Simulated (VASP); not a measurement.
## Al: single point with PBEsol

Crystal: Al.

```
Al
1.0
    -1.60644    1.60644   -1.60644
    -1.60644   -1.60644    1.60644
    -1.60644    6.42576    6.42576
Al
4
Direct
  0.56250 0.56250 0.87500
  0.43750 0.43750 0.12500
  0.81250 0.81250 0.37500
  0.18750 0.18750 0.62500
```

This cell differs from its parent crystal: the part above a cut slid along it.

- Program: VASP 6.6.1
- Task: single point
- Functional: PBEsol
- Potentials or basis: VASP PAW PBE potentials, release 64 (Al)
- Cutoff: 500 eV
- k mesh: 22 × 22 × 7
- Occupations: gaussian, width 0.15 eV
- Spin: no spin polarisation
- Dipole correction: no
- Further INCAR settings: ALGO = Normal; EDIFF = 1e-06; NBANDS = 14; ISYM = 0

```
Pressure               : 4.8 GPa
Largest force          : 2.792 eV/Å
Band gap on the k mesh : zero (bands 6 and 7 overlap by 6.83 eV)
```

Forces in eV/Å, atoms in the order of the input:
```
Al  -0.001 -1.974 -1.974
Al   0.001  1.974  1.974
Al   0.000 -0.065 -0.065
Al   0.000  0.065  0.065
```

Stress tensor (GPa, compression positive):
```
-0.65  0.10  0.10
 0.10  7.52  6.68
 0.10  6.68  7.52
```

Levels at points of the mesh, in eV from the Fermi level:
| k point | band 4 | band 5 | band 6 | band 7 | band 8 | band 9 |
| --- | --- | --- | --- | --- | --- | --- |
| (0.00, 0.00, 0.00) | -4.33 | -3.79 | 3.94 | 4.36 | 8.47 | 8.58 |
| (0.50, 0.00, 0.00) | -4.77 | -3.42 | -2.76 | -0.82 | -0.28 | 2.57 |
| (0.00, 0.50, 0.00) | -4.77 | -3.42 | -2.76 | -0.82 | -0.28 | 2.57 |
| (0.50, 0.50, 0.00) | -2.58 | -2.19 | -2.10 | 1.46 | 1.91 | 2.25 |

Run time: 13 min on 1 thread of Oxide Virtual Turin-like Processor (shared host), peak memory 1 GiB.

Caveat: the cell differs from its parent crystal (the part above a cut slid along it); the stress differs along the axes, from -1 to 8 GPa; the PAW data sets were made with another functional, which shifts forces and pressure a little.
